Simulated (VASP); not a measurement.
# P (Cmce) in VASP: notebook

P is run at these levels: PBEsol; tasks: single point.

Everything below comes from runs of VASP 6.6.1. Logs are shortened: lines on timing, memory, paths and dates and some standing lists are left out, and cuts for length are marked.

## 1. The cell of the first run

It takes space group Cmce (No. 64, orthorhombic). Conventional cell: a = 3.317 Å, b = 10.292 Å, c = 4.199 Å, α = 90.00°, β = 90.00°, γ = 90.00°. Within 2.9 Å of P (site symmetry m) lie 3 P at 2.23 to 2.25 Å.

## 2. Single point, PBEsol

Contents of INCAR:

```
SYSTEM = P
PREC = Accurate
ENCUT = 520
EDIFF = 1E-6
ISMEAR = 0
SIGMA = 0.1
LREAL = .False.
LASPH = .True.
NELM = 80
ALGO = Normal
ISIF = 2
LWAVE = .False.
LCHARG = .False.
GGA = PS
NBANDS = 18
```

Contents of KPOINTS:

```
regular mesh
0
Gamma
  14 14 10
  0 0 0
```

Contents of POSCAR:

```
P
1.0
    1.6584240491     -5.1457595803      0.0000000000
    1.6584240491      5.1457595803      0.0000000000
    0.0000000000      0.0000000000      4.1992655767
P
4
Direct
    0.8947436389      0.1052563611      0.0730060249
    0.6052563611      0.3947436389      0.5730060249
    0.1052563611      0.8947436389      0.9269939751
    0.3947436389      0.6052563611      0.4269939751
```

Potentials or basis: VASP PAW PBE potentials, release 64 (P).

Run with:

```bash
> cat potpaw_PBE.64/P/POTCAR > POTCAR
> mpirun -np 1 vasp_std > vasp.out
```

OUTCAR:

```text
SYSTEM = P
   PREC = Accurate
   ENCUT = 520
   EDIFF = 1E-6
   ISMEAR = 0
   LREAL = .False.
   LASPH = .True.
   NELM = 80
   ISIF = 2
   GGA = PS

 ion  position               nearest neighbor table
   1  0.895  0.105  0.073-   4 2.23   4 2.23   3 2.25
   2  0.605  0.395  0.573-   3 2.23   3 2.23   4 2.25
   3  0.105  0.895  0.927-   2 2.23   2 2.23   1 2.25
   4  0.395  0.605  0.427-   1 2.23   1 2.23   2 2.25

  LATTYP: Found a base centered orthorhombic cell.
 ALAT       =     3.3168480982
 B/A-ratio  =     3.1028008687
 C/A-ratio  =     1.2660409679

  Lattice vectors:

 A1 = (   1.6584240491,  -5.1457595803,   0.0000000000)
 A2 = (   1.6584240491,   5.1457595803,   0.0000000000)
 A3 = (   0.0000000000,   0.0000000000,   4.1992655767)

Analysis of symmetry for initial positions (statically):
=====================================================================
 Subroutine PRICEL returns:
 Original cell was already a primitive cell.

 Routine SETGRP: Setting up the symmetry group for a
 base centered orthorhombic supercell.

 Subroutine GETGRP returns: Found  8 space group operations
 (whereof  4 operations were pure point group operations)
 out of a pool of  8 trial point group operations.

The static configuration has the point symmetry C_2h.
 The point group associated with its full space group is D_2h.

Analysis of symmetry for dynamics (positions and initial velocities):
=====================================================================
 Subroutine PRICEL returns:
 Original cell was already a primitive cell.

 Routine SETGRP: Setting up the symmetry group for a
 base centered orthorhombic supercell.

 Subroutine GETGRP returns: Found  8 space group operations
 (whereof  4 operations were pure point group operations)
 out of a pool of  8 trial point group operations.

The dynamic configuration has the point symmetry C_2h.
 The point group associated with its full space group is D_2h.

 Subroutine INISYM returns: Found  8 space group operations
 (whereof  4 operations are pure point group operations),
 and found     1 'primitive' translations

----------------------------------------------------------------------------------------

                                     Primitive cell

  volume of cell :      71.6718

  direct lattice vectors                    reciprocal lattice vectors
     1.658424049 -5.145759580  0.000000000     0.301491045 -0.097167385  0.000000000
     1.658424049  5.145759580  0.000000000     0.301491045  0.097167385  0.000000000
     0.000000000  0.000000000  4.199265577     0.000000000  0.000000000  0.238136879

  length of vectors
     5.406404719  5.406404719  4.199265577     0.316762294  0.316762294  0.238136879

  position of ions in fractional coordinates (direct lattice)
     0.894743639  0.105256361  0.073006025
     0.605256361  0.394743639  0.573006025
     0.105256361  0.894743639  0.926993975
     0.394743639  0.605256361  0.426993975

  ion indices of the primitive-cell ions
   primitive index   ion index
                 1           1
                 2           2
                 3           3
                 4           4

----------------------------------------------------------------------------------------

 KPOINTS: regular mesh

Automatic generation of k-mesh.
 Grid dimensions read from file:
 generate k-points for:   14   14   10

 Generating k-lattice:

  Cartesian coordinates                     Fractional coordinates (reciprocal lattice)
     0.021535075 -0.006940527  0.000000000     0.071428571 -0.000000000  0.000000000
     0.021535075  0.006940527  0.000000000    -0.000000000  0.071428571  0.000000000
     0.000000000  0.000000000  0.023813688     0.000000000  0.000000000  0.100000000

  Length of vectors
     0.022625878  0.022625878  0.023813688

  Shift w.r.t. Gamma in fractional coordinates (k-lattice)
     0.000000000  0.000000000  0.000000000

 Subroutine IBZKPT returns following result:
 ===========================================

 Found    342 irreducible k-points:

 Following reciprocal coordinates:
            Coordinates               Weight
  0.000000  0.000000  0.000000      1.000000
  0.071429 -0.000000  0.000000      4.000000
  0.142857  0.000000  0.000000      4.000000
  0.214286 -0.000000  0.000000      4.000000
  0.285714 -0.000000  0.000000      4.000000
  0.357143 -0.000000  0.000000      4.000000
[... 16 lines left out ...]
  0.214286  0.142857  0.000000      4.000000
  0.285714  0.142857  0.000000      4.000000
 [... further k-points ...]
   k-points           NKPTS =    342   k-points in BZ     NKDIM =    342   number of bands    NBANDS=     18
   number of dos      NEDOS =    301   number of ions     NIONS =      4
   total plane-waves  NPLWV =  51200
   dimension x,y,z NGX =    40 NGY =   40 NGZ =   32
   dimension x,y,z NGXF=    80 NGYF=   80 NGZF=   64
   ions per type =               4
   NGX,Y,Z   is equivalent  to a cutoff of  12.30, 12.30, 12.67 a.u.
   NGXF,Y,Z  is equivalent  to a cutoff of  24.60, 24.60, 25.34 a.u.
 SYSTEM =  P
   PREC   = accura    normal or accurate (medium, high low for compatibility)
   ISTART =      0    job   : 0-new  1-cont  2-samecut
   ICHARG =      2    charge: 1-file 2-atom 10-const
   ISPIN  =      1    spin polarized calculation?
   LNONCOLLINEAR =      F non collinear calculations
   LSORBIT =      F    spin-orbit coupling
   LASPH  =      T    aspherical Exc in radial PAW
   ENCUT  =  520.0 eV  38.22 Ry    6.18 a.u.  10.05 10.05  7.81*2*pi/ulx,y,z
   NELM   =     80;   NELMIN=  2; NELMDL= -5     # of ELM steps
   EDIFF  = 0.1E-05   stopping-criterion for ELM
   LREAL  =      F    real-space projection
   EDIFFG = 0.1E-04   stopping-criterion for IOM
   NSW    =      0    number of steps for IOM
   IBRION =     -1    ionic relax: 0-MD 1-quasi-New 2-CG
   NFREE  =      0    steps in history (QN), initial steepest desc. (CG)
   ISIF   =      2    stress and relaxation
   ISYM   =      2    0-nonsym 1-usesym 2-fastsym
   POTIM  = 0.5000    time-step for ionic-motion
   TEBEG  =    0.0;   TEEND  =   0.0 temperature during run
   PSTRESS=    0.0 pullay stress
   NELECT =      20.0000    total number of electrons
   NUPDOWN=      -1.0000    fix difference up-down
   EMIN   =  10.00;   EMAX   =-10.00  energy-range for DOS
   EFERMI =   0.00;   METHOD = LEGACY
   ISMEAR =     0;   SIGMA  =   0.10  broadening in eV -4-tet -1-fermi 0-gaus
   EFERMI_NEDOS =   21; number of points for ismear=-14 and -15
   IALGO  =     38    algorithm
   IMIX   =      4    mixing-type and parameters
     AMIX     =   0.40;   BMIX     =  1.00
     AMIX_MAG =   1.60;   BMIX_MAG =  1.00
  volume/ion in A,a.u.               =      17.92       120.92
  Fermi-wavevector in a.u.,A,eV,Ry     =   1.069799  2.021626 15.571447  1.144469
  Thomas-Fermi vector in A             =   2.205489
   LORBIT       =      0    0 simple, 1 ext, 2 COOP (PROOUT), +10 PAW based schemes
   GGA     = PS    functional components
   LHFCALC =     F    Hartree Fock is set to
   AEXX    =    0.0000 exact exchange contribution
   IVDW    =     0    specifies the selected vdW correction
   LEPSILON=     F    determine dielectric tensor
   LRPA    =     F    only Hartree local field effects (RPA)
 non-spin polarized calculation
 Gauss-broadening in eV      SIGMA  =   0.10
  energy-cutoff  :      520.00
  volume of cell :       71.67
 maximum number of plane-waves:      1949
   NGX = 21   NGY = 21   NGZ = 15

 number of electron      20.0000000 magnetization

 Free energy of the ion-electron system (eV)
  ---------------------------------------------------
  ext. energy  EPLUGINS =         0.00000000
  ---------------------------------------------------
  free energy    TOTEN  =       -23.05006497 eV

  energy without entropy =      -23.04941950  energy(sigma->0) =      -23.04974224

 E-fermi :   7.1474     XC(G=0): -10.3172

 val. band max:        7.1265515176   @ k =   0.4286   0.4286   0.0000
 cond. band min:       7.1512698382   @ k =   0.4286   0.2143   0.0000
 fundamental gap:      0.0247183206
 Fermi energy:         7.1474188503

 k-point     1 :       0.0000    0.0000    0.0000
  band No.  band energies     occupation
      1      -8.7965      2.00000
      2      -5.5063      2.00000
      3      -2.0020      2.00000
      4      -0.0964      2.00000
      5       2.0403      2.00000
      6       2.8639      2.00000
[... 10 lines left out ...]
     17      14.3292      0.00000
     18      14.4674      0.00000

 k-point     2 :       0.0714   -0.0000    0.0000
  band No.  band energies     occupation
      1      -8.7319      2.00000
      2      -5.4544      2.00000
      3      -2.0512      2.00000
      4      -0.0289      2.00000
      5       2.1004      2.00000
      6       2.5950      2.00000
[... 10 lines left out ...]
     17      13.7809      0.00000
     18      14.1848      0.00000

 k-point     3 :       0.1429    0.0000    0.0000
  band No.  band energies     occupation
      1      -8.5385      2.00000
      2      -5.2982      2.00000
      3      -2.2356      2.00000
      4       0.1711      2.00000
      5       1.8261      2.00000
      6       2.2247      2.00000
[... 10 lines left out ...]
     17      12.5384      0.00000
     18      14.0756      0.00000

 k-point     4 :       0.2143   -0.0000    0.0000
  band No.  band energies     occupation
      1      -8.2183      2.00000
      2      -5.0365      2.00000
      3      -2.6376      2.00000
      4       0.4960      2.00000
      5       0.8338      2.00000
      6       1.7514      2.00000
[... 375 lines left out ...]
      4      -0.2933      2.00000
      5       0.7419      2.00000
      6       1.5761      2.00000
[... 10 lines left out ...]
     17      13.5023      0.00000
     18      14.1726      0.00000

 k-point    23 :       0.2143    0.1429    0.0000
  band No.  band energies     occupation
      1      -7.2845      2.00000
      2      -4.0317      2.00000
      3      -3.9704      2.00000
      4      -1.3632      2.00000
      5       1.1736      2.00000
      6       1.7062      2.00000
[... 10 lines left out ...]
     17      13.5320      0.00000
     18      15.2738      0.00000

 k-point    24 :       0.2857    0.1429    0.0000
  band No.  band energies     occupation
      1      -6.6319      2.00000
      2      -4.8584      2.00000
      3      -3.3326      2.00000
      4      -2.3379      2.00000
      5       1.6236      2.00000
      6       1.9964      2.00000
[... 10 lines left out ...]
     17      13.4737      0.00000
     18      14.8377      0.00000

 [... further k-points ...]
[... 5 lines left out ...]
  --------------------------------------------------------------------------------------
  -------------------------------------------------------------------------------------
  Total       -0.0189169     -0.0632074     -0.0206549      0.0000000      0.0000000      0.0000000
  in kB       -0.4228751     -1.4129604     -0.4617261      0.0000000      0.0000000      0.0000000
  external PRESSURE =      -0.7658539 kB  Pullay stress =       0.0000000 kB

 VOLUME and BASIS-vectors are now :
 -----------------------------------------------------------------------------
  energy-cutoff  :      520.00
  volume of cell :       71.67
      direct lattice vectors                 reciprocal lattice vectors
     1.658424049 -5.145759580  0.000000000     0.301491045 -0.097167385  0.000000000
     1.658424049  5.145759580  0.000000000     0.301491045  0.097167385  0.000000000
     0.000000000  0.000000000  4.199265577     0.000000000  0.000000000  0.238136879

 POSITION                                       TOTAL-FORCE (eV/Angst)
 -----------------------------------------------------------------------------------
      1.65842     -4.06251      0.30657         0.000000     -0.024644      0.019170
      1.65842     -1.08325      2.40620         0.000000      0.024644      0.019170
      1.65842      4.06251      3.89269         0.000000      0.024644     -0.019170
      1.65842      1.08325      1.79306         0.000000     -0.024644     -0.019170
 -----------------------------------------------------------------------------------
    total drift:                                0.000000     -0.000000     -0.000000

  FREE ENERGIE OF THE ION-ELECTRON SYSTEM (eV)
  ---------------------------------------------------
  free  energy   TOTEN  =       -23.0500649737 eV

  energy  without entropy=      -23.0494194997  energy(sigma->0) =      -23.04974224
```

It took 4.6 min on 1 thread of Intel Xeon 6975P-C (Granite Rapids), shared host; peak memory 0.42 GiB.

Results:

```yaml
Free_energy: -23.0501 eV
Pressure: -0.1 GPa
Largest_force: 0.031 eV/Å
Band_gap_on_the_k_mesh: zero (bands 10 and 11 overlap by 0.27 eV)
```

Forces in eV/Å, atoms in the order of the input:
```
P    0.000 -0.025  0.019
P    0.000  0.025  0.019
P    0.000  0.025 -0.019
P    0.000 -0.025 -0.019
```

Stress tensor (GPa, compression positive):
```
-0.04  0.00  0.00
 0.00 -0.14  0.00
 0.00  0.00 -0.05
```

Caveat: the PAW data sets were made with another functional, which shifts forces and pressure a little.

(Part 1 of 2 ends here.)

The gap in the log of VASP goes by the Fermi energy; the results here count the filled bands.